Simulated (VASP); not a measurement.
# CsH (I4mm) in VASP: a series of runs

The runs below take CsH through single point, with r2SCAN.

Everything below comes from runs of VASP 6.6.1. Logs are shortened: lines on timing, memory, paths and dates and some standing lists are left out, and cuts for length are marked.

### 1 The cell of the first run

Symmetry: I4mm, No. 107, tetragonal system. Conventional cell: a = 4.509 Å, b = 4.509 Å, c = 6.376 Å, α = 90.00°, β = 90.00°, γ = 90.00°. Within 4.0 Å of Cs (site symmetry 4mm) lie 6 H at 3.06 to 3.31 Å. Within 4.0 Å of H (site symmetry 4mm) lie 6 Cs at 3.06 to 3.31 Å.

### 2 Single point, r2SCAN (all Cs atoms moved +0.125 Å, as atom 1 along Cartesian [0 0 1])

Input file POSCAR:

```
CsH
1.0
    0.0000000000      3.1880000000      3.1880000000
    3.1880000000      0.0000000000      3.1880000000
    3.1880000000      3.1880000000      0.0000000000
Cs H
1 1
Direct
    0.0196047679      0.0196047679     -0.0196047679
    0.5000000000      0.5000000000      0.5000000000
```

Input file INCAR.step1:

```
  PREC = Accurate
  ENCUT = 520
  ISMEAR = 0
  SIGMA = 0.05
  LREAL = F
  LASPH = T
  NELM = 100
  NBANDS = 12
  GGA = PE
  ALGO = Normal
  EDIFF = 1E-4
  LWAVE = T
  LCHARG = F
```

Input file INCAR.step2:

```
  PREC = Accurate
  ENCUT = 520
  EDIFF = 1E-6
  ISMEAR = 0
  SIGMA = 0.05
  LREAL = F
  LASPH = T
  NELM = 100
  ALGO = Normal
  ISIF = 2
  LWAVE = F
  LCHARG = F
  METAGGA = R2SCAN
  LMIXTAU = T
  NBANDS = 12
  ISTART = 1
```

Input file KPOINTS:

```
Automatic mesh
0
Gamma
  6 6 6
```

Potentials or basis: VASP PAW PBE potentials, release 64 (Cs_sv, H).

Command:

```
$ cat potpaw_PBE.64/Cs_sv/POTCAR potpaw_PBE.64/H/POTCAR > POTCAR
$ cp INCAR.step1 INCAR
$ mpirun -np 1 vasp_std > vasp.out
$ cp INCAR.step2 INCAR
$ mpirun -np 1 vasp_std > vasp.out
```

OUTCAR:

```text
PREC = Accurate
   ENCUT = 520
   EDIFF = 1E-6
   ISMEAR = 0
   LREAL = F
   LASPH = T
   NELM = 100
   ISIF = 2
   METAGGA = R2SCAN
   ISTART = 1

 ion  position               nearest neighbor table
   1  0.020  0.020  0.980-
   2  0.500  0.500  0.500-

  LATTYP: Found a face centered cubic cell.
 ALAT       =     6.3760000000

  Lattice vectors:

 A1 = (   0.0000000000,   3.1880000000,   3.1880000000)
 A2 = (   3.1880000000,   0.0000000000,   3.1880000000)
 A3 = (   3.1880000000,   3.1880000000,   0.0000000000)

Analysis of symmetry for initial positions (statically):
=====================================================================
 Subroutine PRICEL returns:
 Original cell was already a primitive cell.

 Routine SETGRP: Setting up the symmetry group for a
 face centered cubic supercell.

 Subroutine GETGRP returns: Found  8 space group operations
 (whereof  8 operations were pure point group operations)
 out of a pool of 48 trial point group operations.

The static configuration has the point symmetry C_4v.

Analysis of symmetry for dynamics (positions and initial velocities):
=====================================================================
 Subroutine PRICEL returns:
 Original cell was already a primitive cell.

 Routine SETGRP: Setting up the symmetry group for a
 face centered cubic supercell.

 Subroutine GETGRP returns: Found  8 space group operations
 (whereof  8 operations were pure point group operations)
 out of a pool of 48 trial point group operations.

The dynamic configuration has the point symmetry C_4v.

 Subroutine INISYM returns: Found  8 space group operations
 (whereof  8 operations are pure point group operations),
 and found     1 'primitive' translations

----------------------------------------------------------------------------------------

                                     Primitive cell

  volume of cell :      64.8015

  direct lattice vectors                    reciprocal lattice vectors
     0.000000000  3.188000000  3.188000000    -0.156838143  0.156838143  0.156838143
     3.188000000  0.000000000  3.188000000     0.156838143 -0.156838143  0.156838143
     3.188000000  3.188000000  0.000000000     0.156838143  0.156838143 -0.156838143

  length of vectors
     4.508512837  4.508512837  4.508512837     0.271651632  0.271651632  0.271651632

  position of ions in fractional coordinates (direct lattice)
     0.019604768  0.019604768  0.980395232
     0.500000000  0.500000000  0.500000000

  ion indices of the primitive-cell ions
   primitive index   ion index
                 1           1
                 2           2

----------------------------------------------------------------------------------------

 KPOINTS: Automatic mesh

Automatic generation of k-mesh.
 Grid dimensions read from file:
 generate k-points for:    6    6    6

 Generating k-lattice:

  Cartesian coordinates                     Fractional coordinates (reciprocal lattice)
    -0.026139691  0.026139691  0.026139691     0.166666667  0.000000000  0.000000000
     0.026139691 -0.026139691  0.026139691     0.000000000  0.166666667  0.000000000
     0.026139691  0.026139691 -0.026139691     0.000000000  0.000000000  0.166666667

  Length of vectors
     0.045275272  0.045275272  0.045275272

  Shift w.r.t. Gamma in fractional coordinates (k-lattice)
     0.000000000  0.000000000  0.000000000

 Subroutine IBZKPT returns following result:
 ===========================================

 Found     30 irreducible k-points:

 Following reciprocal coordinates:
            Coordinates               Weight
  0.000000  0.000000  0.000000      1.000000
  0.166667  0.000000  0.000000      8.000000
  0.333333  0.000000  0.000000      8.000000
  0.500000  0.000000  0.000000      4.000000
  0.166667  0.166667  0.000000      2.000000
  0.000000  0.166667  0.166667      4.000000
[... 16 lines left out ...]
  0.500000  0.333333  0.166667      8.000000
  0.166667  0.500000  0.333333      8.000000
 [... further k-points ...]
   k-points           NKPTS =     30   k-points in BZ     NKDIM =     30   number of bands    NBANDS=     12
   number of dos      NEDOS =    301   number of ions     NIONS =      2
   total plane-waves  NPLWV =  46656
   dimension x,y,z NGX =    36 NGY =   36 NGZ =   36
   dimension x,y,z NGXF=    72 NGYF=   72 NGZF=   72
   ions per type =               1   1
   NGX,Y,Z   is equivalent  to a cutoff of  13.27, 13.27, 13.27 a.u.
   NGXF,Y,Z  is equivalent  to a cutoff of  26.55, 26.55, 26.55 a.u.
 SYSTEM =  unknown system
   PREC   = accura    normal or accurate (medium, high low for compatibility)
   ISTART =      1    job   : 0-new  1-cont  2-samecut
   ICHARG =      0    charge: 1-file 2-atom 10-const
   ISPIN  =      1    spin polarized calculation?
   LNONCOLLINEAR =      F non collinear calculations
   LSORBIT =      F    spin-orbit coupling
   LASPH  =      T    aspherical Exc in radial PAW
   ENCUT  =  520.0 eV  38.22 Ry    6.18 a.u.   8.38  8.38  8.38*2*pi/ulx,y,z
   NELM   =    100;   NELMIN=  2; NELMDL=  0     # of ELM steps
   EDIFF  = 0.1E-05   stopping-criterion for ELM
   LREAL  =      F    real-space projection
   EDIFFG = 0.1E-04   stopping-criterion for IOM
   NSW    =      0    number of steps for IOM
   IBRION =     -1    ionic relax: 0-MD 1-quasi-New 2-CG
   NFREE  =      0    steps in history (QN), initial steepest desc. (CG)
   ISIF   =      2    stress and relaxation
   ISYM   =      2    0-nonsym 1-usesym 2-fastsym
   POTIM  = 0.5000    time-step for ionic-motion
   TEBEG  =    0.0;   TEEND  =   0.0 temperature during run
   PSTRESS=    0.0 pullay stress
   NELECT =      10.0000    total number of electrons
   NUPDOWN=      -1.0000    fix difference up-down
   EMIN   =  10.00;   EMAX   =-10.00  energy-range for DOS
   EFERMI =   0.00;   METHOD = LEGACY
   ISMEAR =     0;   SIGMA  =   0.05  broadening in eV -4-tet -1-fermi 0-gaus
   EFERMI_NEDOS =   21; number of points for ismear=-14 and -15
   IALGO  =     38    algorithm
   IMIX   =      4    mixing-type and parameters
     AMIX     =   0.40;   BMIX     =  1.00
     AMIX_MAG =   1.60;   BMIX_MAG =  1.00
  volume/ion in A,a.u.               =      32.40       218.65
  Fermi-wavevector in a.u.,A,eV,Ry     =   0.878105  1.659378 10.491026  0.771069
  Thomas-Fermi vector in A             =   1.998146
   LORBIT       =      0    0 simple, 1 ext, 2 COOP (PROOUT), +10 PAW based schemes
   METAGGA = R2SCAN    functional components
   LHFCALC =     F    Hartree Fock is set to
   AEXX    =    0.0000 exact exchange contribution
   IVDW    =     0    specifies the selected vdW correction
   LEPSILON=     F    determine dielectric tensor
   LRPA    =     F    only Hartree local field effects (RPA)
 non-spin polarized calculation
 Gauss-broadening in eV      SIGMA  =   0.05
  energy-cutoff  :      520.00
  volume of cell :       64.80
 maximum number of plane-waves:      1807
 NGX is ok and might be reduce to    36
   NGX = 17   NGY = 17   NGZ = 17

 number of electron      10.0000001 magnetization

 Free energy of the ion-electron system (eV)
  ---------------------------------------------------
  ext. energy  EPLUGINS =         0.00000000
  ---------------------------------------------------
  free energy    TOTEN  =       -28.98393005 eV

  energy without entropy =      -28.98393005  energy(sigma->0) =      -28.98393005

 E-fermi :   0.1052     XC(G=0):  -7.5559

 val. band max:       -0.1176341621   @ k =   0.5000   0.0000   0.0000
 cond. band min:       2.5583846802   @ k =   0.5000   0.0000   0.0000
 fundamental gap:      2.6760188424
 Fermi energy:         0.1051521762

 k-point     1 :       0.0000    0.0000    0.0000
  band No.  band energies     occupation
      1     -22.1830      2.00000
      2      -8.2693      2.00000
      3      -8.2693      2.00000
      4      -8.2680      2.00000
      5      -1.7600      2.00000
      6       5.5743      0.00000
      7       5.5743      0.00000
      8       5.5776      0.00000
      9       6.2023      0.00000
     10       7.4781      0.00000
     11       7.4863      0.00000
     12       9.1219      0.00000

 k-point     2 :       0.1667    0.0000    0.0000
  band No.  band energies     occupation
      1     -22.1629      2.00000
      2      -8.5028      2.00000
      3      -8.2928      2.00000
      4      -8.2917      2.00000
      5      -1.3671      2.00000
      6       4.6586      0.00000
      7       5.7140      0.00000
      8       5.7295      0.00000
      9       6.0868      0.00000
     10       7.0441      0.00000
     11       7.0594      0.00000
     12      10.2817      0.00000

 k-point     3 :       0.3333    0.0000    0.0000
  band No.  band energies     occupation
      1     -22.1224      2.00000
      2      -8.9186      2.00000
      3      -8.3389      2.00000
      4      -8.3376      2.00000
      5      -0.5714      2.00000
      6       3.2235      0.00000
      7       5.3905      0.00000
      8       5.3956      0.00000
      9       6.7246      0.00000
     10       7.7399      0.00000
     11       7.7411      0.00000
     12      12.0648      0.00000

 k-point     4 :       0.5000    0.0000    0.0000
  band No.  band energies     occupation
      1     -22.1018      2.00000
      2      -9.1070      2.00000
      3      -8.3615      2.00000
      4      -8.3601      2.00000
      5      -0.1176      2.00000
      6       2.5584      0.00000
      7       5.1423      0.00000
      8       5.1431      0.00000
      9       7.6804      0.00000
     10       8.7616      0.00000
     11       8.7673      0.00000
     12      10.2903      0.00000

 k-point     5 :       0.1667    0.1667    0.0000
  band No.  band energies     occupation
      1     -22.1563      2.00000
      2      -8.4944      2.00000
      3      -8.3388      2.00000
      4      -8.3388      2.00000
      5      -1.3079      2.00000
      6       4.7331      0.00000
      7       5.0960      0.00000
      8       5.9602      0.00000
      9       5.9602      0.00000
     10       7.1967      0.00000
     11       7.7686      0.00000
     12      10.7249      0.00000
[... 228 lines left out ...]
      1     -22.0761      2.00000
      2      -8.9780      2.00000
      3      -8.5388      2.00000
      4      -8.5388      2.00000
      5      -1.2555      2.00000
      6       3.3887      0.00000
      7       5.9379      0.00000
      8       8.5649      0.00000
      9       8.8713      0.00000
     10       8.8713      0.00000
     11       8.9410      0.00000
     12       9.2589      0.00000

 k-point    22 :       0.0000    0.5000    0.5000
  band No.  band energies     occupation
      1     -22.0761      2.00000
      2      -8.9774      2.00000
      3      -8.5386      2.00000
      4      -8.5383      2.00000
      5      -1.2572      2.00000
      6       3.3860      0.00000
      7       5.9645      0.00000
      8       8.2777      0.00000
      9       8.8775      0.00000
     10       8.9325      0.00000
     11       9.1475      0.00000
     12       9.2592      0.00000

 k-point    23 :       0.5000    0.3333    0.1667
  band No.  band energies     occupation
      1     -22.0958      2.00000
      2      -8.8810      2.00000
      3      -8.5789      2.00000
      4      -8.4356      2.00000
      5      -0.7244      2.00000
      6       4.1070      0.00000
      7       4.1096      0.00000
      8       6.1759      0.00000
      9       7.3429      0.00000
     10       8.3162      0.00000
     11       9.3376      0.00000
     12      10.5990      0.00000

 k-point    24 :       0.1667    0.5000    0.3333
  band No.  band energies     occupation
      1     -22.0958      2.00000
      2      -8.8807      2.00000
      3      -8.5788      2.00000
      4      -8.4353      2.00000
      5      -0.7255      2.00000
      6       4.1049      0.00000
      7       4.1151      0.00000
      8       6.1609      0.00000
      9       7.3453      0.00000
     10       8.3229      0.00000
     11       9.3345      0.00000
     12      10.6031      0.00000

 [... further k-points ...]
[... 5 lines left out ...]
  --------------------------------------------------------------------------------------
  -------------------------------------------------------------------------------------
  Total        0.0091279      0.0091279      0.0776224      0.0000000     -0.0000000      0.0000000
  in kB        0.2256827      0.2256827      1.9191659      0.0000000     -0.0000000      0.0000000
  external PRESSURE =       0.7901771 kB  Pullay stress =       0.0000000 kB

 VOLUME and BASIS-vectors are now :
 -----------------------------------------------------------------------------
  energy-cutoff  :      520.00
  volume of cell :       64.80
      direct lattice vectors                 reciprocal lattice vectors
     0.000000000  3.188000000  3.188000000    -0.156838143  0.156838143  0.156838143
     3.188000000  0.000000000  3.188000000     0.156838143 -0.156838143  0.156838143
     3.188000000  3.188000000  0.000000000     0.156838143  0.156838143 -0.156838143

 POSITION                                       TOTAL-FORCE (eV/Angst)
 -----------------------------------------------------------------------------------
      3.18800      3.18800      0.12500         0.000000      0.000000     -0.078682
      3.18800      3.18800      3.18800         0.000000      0.000000      0.078682
 -----------------------------------------------------------------------------------
    total drift:                               -0.000000     -0.000000      0.000075

  FREE ENERGIE OF THE ION-ELECTRON SYSTEM (eV)
  ---------------------------------------------------
  free  energy   TOTEN  =       -28.9839300459 eV

  energy  without entropy=      -28.9839300459  energy(sigma->0) =      -28.98393005
```

Wall time 2.5 min (1 thread of Intel Xeon 8259CL, shared host); peak memory 0.22 GiB.

Results:

| Property | Result |
| --- | --- |
| Free energy | -28.9839 eV |
| Pressure | 0.1 GPa |
| Largest force | 0.079 eV/Å |
| Band gap on the k mesh | 2.68 eV, direct |

Forces in eV/Å, atoms in the order of the input:
```
Cs   0.000  0.000 -0.079
H    0.000  0.000  0.079
```

Stress tensor (GPa, compression positive):
```
0.02 0.00 0.00
0.00 0.02 0.00
0.00 0.00 0.19
```

Levels at points of the mesh, in eV from the valence-band top:
```tsv
k point	band 3	band 4	band 5	band 6	band 7	band 8
(0.00, 0.00, 0.00)	-8.15	-8.15	-1.64	5.69	5.69	5.70
(0.50, 0.00, 0.00)	-8.24	-8.24	0.00	2.68	5.26	5.26
(0.50, 0.50, 0.00)	-8.42	-8.42	-1.14	3.51	6.06	8.68
(0.00, 0.50, 0.50)	-8.42	-8.42	-1.14	3.50	6.08	8.40
```

Caveat: the cell differs from its parent crystal (all Cs atoms moved +0.125 Å, as atom 1 along Cartesian [0 0 1]); the PAW data sets were made with another functional, which shifts forces and pressure a little; spin-orbit coupling is left out, which moves the levels of the heavy elements. A k mesh can miss the band edges.

### 3 Single point, r2SCAN (all Cs atoms moved +0.438 Å, as atom 1 along Cartesian [0 0 1])

Changes to POSCAR since step 2:

```diff
@@ -8,3 +8,3 @@
 Direct
-    0.0196047679      0.0196047679     -0.0196047679
+    0.0686166876      0.0686166876     -0.0686166876
     0.5000000000      0.5000000000      0.5000000000
```

Input file INCAR.step1:

```
PREC = Accurate
ENCUT = 520
ISMEAR = 0
SIGMA = 0.05
LREAL = False
LASPH = True
NELM = 80
NBANDS = 12
GGA = PE
ALGO = Normal
EDIFF = 1E-4
LWAVE = True
LCHARG = False
```

Input file INCAR.step2:

```
PREC = Accurate
ENCUT = 520
EDIFF = 1E-7
ISMEAR = 0
SIGMA = 0.05
LREAL = False
LASPH = True
NELM = 80
ALGO = Normal
ISIF = 2
LWAVE = False
LCHARG = False
METAGGA = R2SCAN
LMIXTAU = True
NBANDS = 12
ISTART = 1
```

KPOINTS is that of step 2.

Potentials or basis: VASP PAW PBE potentials, release 64 (Cs_sv, H).

Command:

```
$ cat potpaw_PBE.64/Cs_sv/POTCAR potpaw_PBE.64/H/POTCAR > POTCAR
$ cp INCAR.step1 INCAR
$ mpirun -np 1 vasp_std > vasp.out
$ cp INCAR.step2 INCAR
$ mpirun -np 1 vasp_std > vasp.out
```

OUTCAR:

```text
PREC = Accurate
   ENCUT = 520
   EDIFF = 1E-7
   ISMEAR = 0
   LREAL = False
   LASPH = True
   NELM = 80
   ISIF = 2
   METAGGA = R2SCAN
   ISTART = 1

 ion  position               nearest neighbor table
   1  0.069  0.069  0.931-
   2  0.500  0.500  0.500-

  LATTYP: Found a face centered cubic cell.
 ALAT       =     6.3760000000

  Lattice vectors:

 A1 = (   0.0000000000,   3.1880000000,   3.1880000000)
 A2 = (   3.1880000000,   0.0000000000,   3.1880000000)
[... 536 lines left out ...]
      6       4.0886      0.00000
      7       4.1213      0.00000
      8       5.9715      0.00000
      9       7.3664      0.00000
     10       8.4834      0.00000
     11       9.4270      0.00000
     12      10.6594      0.00000

 [... further k-points ...]
[... 5 lines left out ...]
  --------------------------------------------------------------------------------------
  -------------------------------------------------------------------------------------
  Total       -0.0815797     -0.0815797      0.7712947      0.0000000      0.0000000     -0.0000000
  in kB       -2.0170097     -2.0170097     19.0697934      0.0000000      0.0000000     -0.0000000
  external PRESSURE =       5.0119247 kB  Pullay stress =       0.0000000 kB

 VOLUME and BASIS-vectors are now :
 -----------------------------------------------------------------------------
  energy-cutoff  :      520.00
  volume of cell :       64.80
      direct lattice vectors                 reciprocal lattice vectors
     0.000000000  3.188000000  3.188000000    -0.156838143  0.156838143  0.156838143
     3.188000000  0.000000000  3.188000000     0.156838143 -0.156838143  0.156838143
     3.188000000  3.188000000  0.000000000     0.156838143  0.156838143 -0.156838143

 POSITION                                       TOTAL-FORCE (eV/Angst)
 -----------------------------------------------------------------------------------
      3.18800      3.18800      0.43750         0.000000      0.000000     -0.387336
      3.18800      3.18800      3.18800         0.000000      0.000000      0.387336
 -----------------------------------------------------------------------------------
    total drift:                               -0.000000     -0.000000     -0.000246

  FREE ENERGIE OF THE ION-ELECTRON SYSTEM (eV)
  ---------------------------------------------------
  free  energy   TOTEN  =       -28.9174542575 eV

  energy  without entropy=      -28.9174542575  energy(sigma->0) =      -28.91745426
```

OSZICAR.step1:

```text
N       E                     dE             d eps       ncg     rms          rms(c)
DAV:   1     0.406637768608E+02    0.40664E+02   -0.36746E+03   720   0.647E+02
DAV:   2    -0.217203924123E+01   -0.42836E+02   -0.40933E+02   872   0.116E+02
DAV:   3    -0.532503368657E+01   -0.31530E+01   -0.31484E+01   916   0.331E+01
DAV:   4    -0.535074361588E+01   -0.25710E-01   -0.25709E-01   828   0.342E+00
DAV:   5    -0.535085606742E+01   -0.11245E-03   -0.11245E-03   924   0.228E-01    0.387E+00
DAV:   6    -0.461318111626E+01    0.73767E+00   -0.62315E-01   836   0.308E+00    0.162E+00
DAV:   7    -0.446451742448E+01    0.14866E+00   -0.68043E-01   816   0.285E+00    0.662E-01
DAV:   8    -0.449456846411E+01   -0.30051E-01   -0.84752E-02   776   0.117E+00    0.384E-01
DAV:   9    -0.448734841194E+01    0.72201E-02   -0.17370E-02   864   0.542E-01    0.417E-02
DAV:  10    -0.448759082927E+01   -0.24242E-03   -0.21933E-03   776   0.191E-01    0.331E-02
DAV:  11    -0.448768052587E+01   -0.89697E-04   -0.25339E-04   840   0.702E-02
   1 F= -.44876805E+01 E0= -.44876805E+01  d E =-.430110E-18
```

Run time: 2.9 min. Hardware: 1 thread of Intel Xeon 8259CL, shared host; peak memory 0.22 GiB.

Results:

- Free energy: -28.9175 eV
- Pressure: 0.5 GPa
- Largest force: 0.387 eV/Å
- Band gap on the k mesh: 2.80 eV, direct

Forces in eV/Å, atoms in the order of the input:
```
Cs   0.000  0.000 -0.387
H    0.000  0.000  0.387
```

Caveat: the cell differs from its parent crystal (all Cs atoms moved +0.438 Å, as atom 1 along Cartesian [0 0 1]); the PAW data sets were made with another functional, which shifts forces and pressure a little; spin-orbit coupling is left out, which moves the levels of the heavy elements. A k mesh can miss the band edges.

(Continued in part 2 of 2.)
